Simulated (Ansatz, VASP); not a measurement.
Two plane-wave programs on C6N

```
CELL_PARAMETERS angstrom
4.92922 0.00000 0.00000
0.61664 3.55866 0.00000
0.00000 0.00000 23.49764
ATOMIC_POSITIONS crystal
C 0.35643 0.14996 0.17023
C 0.85643 0.14996 0.17023
C 0.09894 0.20996 0.19913
C 0.59894 0.20996 0.19913
C 0.08411 0.32993 0.25690
C 0.58411 0.32993 0.25690
C 0.32667 0.38951 0.28503
C 0.82667 0.38951 0.28503
C 0.31052 0.51945 0.34521
C 0.81052 0.51945 0.34521
C 0.05322 0.57793 0.37015
C 0.55322 0.57793 0.37015
N 0.05322 0.07793 0.50208
N 0.05322 0.07793 0.54889
```

Alike in both runs: task single point; functional PBE; dispersion D3(BJ); k mesh 6 × 8 × 1; occupations gaussian, width 0.05 eV; no spin polarisation.

|  | VASP | Ansatz |
| --- | --- | --- |
| version | VASP 6.6.1 | Ansatz 0.2.0 |
| potentials or method | VASP PAW PBE potentials, release 64 (C, N), cutoff 520 eV | scalar-relativistic, plane waves, PAW |
| valence electrons in the cell | 58 | 58 |

|  | VASP | Ansatz | Ansatz less VASP |
| --- | --- | --- | --- |
| gap on the k mesh at the Fermi level (eV) | none | none | - |
| rms of the force components (eV/Å) | 0.998 | 0.891 | -0.1068 |

Atom by atom the forces differ by 0.393 eV/Å (rms over components). A gap of «none» marks a metal or a gap that the smearing closes.

Noted on VASP's run: the standard files for N, O and F lose accuracy on very short bonds.
